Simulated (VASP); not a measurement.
Write the native input for VASP 6.6.1 that does the following.

```
Task                   : single point
Functional             : PBE
Potentials or basis    : VASP PAW PBE potentials, release 64 (Nb_sv, Ag, C)
Cutoff                 : 520 eV
k mesh                 : 4 × 4 × 4
Occupations            : gaussian, width 0.1 eV
Spin                   : no spin polarisation
Dipole correction      : no
Further INCAR settings : ALGO = Normal; EDIFF = 1e-06; NBANDS = 26
```

The structure of NbAgC3 lies in POSCAR:

```
NbAgC3
1.0
    4.3938485700      0.0000000000      0.0000000000
    0.0000000000      4.3938485700      0.0000000000
    0.0000000000      0.0000000000      4.3938485700
Nb Ag C
1 1 3
Direct
    0.0000000000      0.0000000000      0.0000000000
    0.5000000000      0.5000000000      0.5000000000
    0.5000000000      0.5000000000      0.0000000000
    0.5000000000      0.0000000000      0.5000000000
    0.0000000000      0.5000000000      0.5000000000
```

One way to write it, as run:

INCAR

```
ALGO = Normal
EDIFF = 1E-6
ENCUT = 520
GGA = PE
ISIF = 2
ISMEAR = 0
LASPH = True
LCHARG = False
LREAL = False
LWAVE = False
NBANDS = 26
NELM = 100
PREC = Accurate
SIGMA = 0.1
```

KPOINTS

```
k-points
0
Gamma
  4 4 4
```

Potentials or basis: VASP PAW PBE potentials, release 64 (Nb_sv, Ag, C).

Launch:

```console
$ cat potpaw_PBE.64/Nb_sv/POTCAR potpaw_PBE.64/Ag/POTCAR potpaw_PBE.64/C/POTCAR > POTCAR
$ mpirun -np 1 vasp_std > vasp.out
```

It gave:

```yaml
Pressure: -21.8 GPa
Band_gap_on_the_k_mesh: zero (band 18 reaches 5.09 eV, above the bottom of band 19 at 4.14 eV)
```

Run time: 17 s on 1 thread of Intel(R) Xeon(R) 6975P-C (Granite Rapids) (shared host), peak memory 0.2 GiB.
